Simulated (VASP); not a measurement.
Input of a VASP 6.6.1 run:

INCAR

```
PREC = Accurate ; ENCUT = 520
EDIFF = 1E-7 ; ISMEAR = -1
SIGMA = 0.05 ; LREAL = Auto
LASPH = True ; NELM = 100
ALGO = Normal ; ISIF = 2
LWAVE = False ; LCHARG = True
GGA = PE ; LELF = True
LVHAR = True ; NBANDS = 46
NELECT = 64.0
```

The input KPOINTS:

```
Automatic mesh
0
Gamma
  2 2 2
```

The input POSCAR:

```
Mg8HO8
1.0
    0.0000000000      3.9770000000      3.9770000000
    3.9770000000      0.0000000000      3.9770000000
    3.9770000000      3.9770000000      0.0000000000
Mg O H
8 8 1
Direct
    0.0171234599     -0.0136904702      0.0177146090
    0.0171347750     -0.0136912245      0.4788204677
    0.0008908725      0.4961365351      0.0014805129
    0.0063522756      0.4920306764      0.5008013578
    0.4782060598     -0.0137004023      0.0177421423
    0.5012313301     -0.0049052049      0.5018295197
    0.5001980136      0.4920282877      0.0069626603
    0.5001944933      0.4920255218      0.5007931858
    0.2509637918      0.2432501886      0.2515642444
    0.2509610259      0.2432506915      0.7542076942
    0.2560519236      0.7306000754      0.2566621825
    0.2486205683      0.7472728187      0.7520457631
    0.7536096304      0.2432545889      0.2515585869
    0.7554008046      0.2325873774      0.7559982399
    0.7514533568      0.7472823736      0.2492029168
    0.7514553684      0.7472919286      0.7520477747
    0.8268089012      1.0181677144      0.8274792557
```

Potentials or basis: VASP PAW PBE potentials, release 64 (Mg, O, H).

The run is started by

```console
$ cat potpaw_PBE.64/Mg/POTCAR potpaw_PBE.64/O/POTCAR potpaw_PBE.64/H/POTCAR > POTCAR
$ mpirun -np 1 vasp_std > vasp.out
```

**Question.** Estimate the largest force.

**Answer.** 0.129 eV/Å.

Forces in eV/Å, atoms in the order of the input:
```
Mg   0.006  0.028  0.005
Mg  -0.028 -0.006  0.005
Mg  -0.006  0.006 -0.008
Mg  -0.004  0.004  0.015
Mg   0.006 -0.006 -0.027
Mg   0.004 -0.004  0.005
Mg   0.016  0.004 -0.005
Mg  -0.004 -0.016 -0.004
O    0.005  0.001  0.004
O   -0.001 -0.004  0.005
O   -0.008  0.008 -0.008
O    0.003 -0.003  0.005
O    0.004 -0.003  0.000
O    0.074 -0.075  0.074
O    0.005 -0.004  0.003
O    0.004 -0.005  0.003
H   -0.074  0.075 -0.073
```

Caveat: the k points lie up to 0.68 Å⁻¹ apart; the cell carries a net charge on a neutralising background, which shifts energy and pressure.
